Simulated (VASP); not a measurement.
A run of VASP 6.6.1 is set up as follows.

File INCAR:

```
SYSTEM = Ir
PREC = Accurate
ENCUT = 520
EDIFF = 1E-7
ISMEAR = 0
SIGMA = 0.15
LREAL = .False.
LASPH = .True.
NELM = 60
ALGO = Normal
ISIF = 2
LWAVE = .False.
LCHARG = .False.
GGA = PE
NBANDS = 10
```

File KPOINTS:

```
Automatic mesh
0
Gamma
  22 22 22
  0 0 0
```

Contents of POSCAR:

```
Ir
1.0
    0.0000000000      1.9257824357      1.8291081574
    1.9257824357      0.0000000000      1.8291081574
    1.9257824357      1.9257824357      0.0000000000
Ir
1
Direct
    0.0000000000      0.0000000000      0.0000000000
```

Potentials or basis: VASP PAW PBE potentials, release 64 (Ir).

The run is started by

```bash
$ cat potpaw_PBE.64/Ir/POTCAR > POTCAR
$ mpirun -np 1 vasp_std > vasp.out
```

**Question.** Predict the band gap on the k mesh.

**Answer.** Zero (an odd number of electrons rules out a gap without spin polarisation).

**Question.** What does it give for the pressure?

**Answer.** 28.9 GPa.

Stress tensor (GPa, compression positive):
```
22.00  0.00  0.00
 0.00 22.00  0.00
 0.00  0.00 42.82
```

Caveat: the cell stands under pressure; spin-orbit coupling is left out, which moves the levels of the heavy elements.
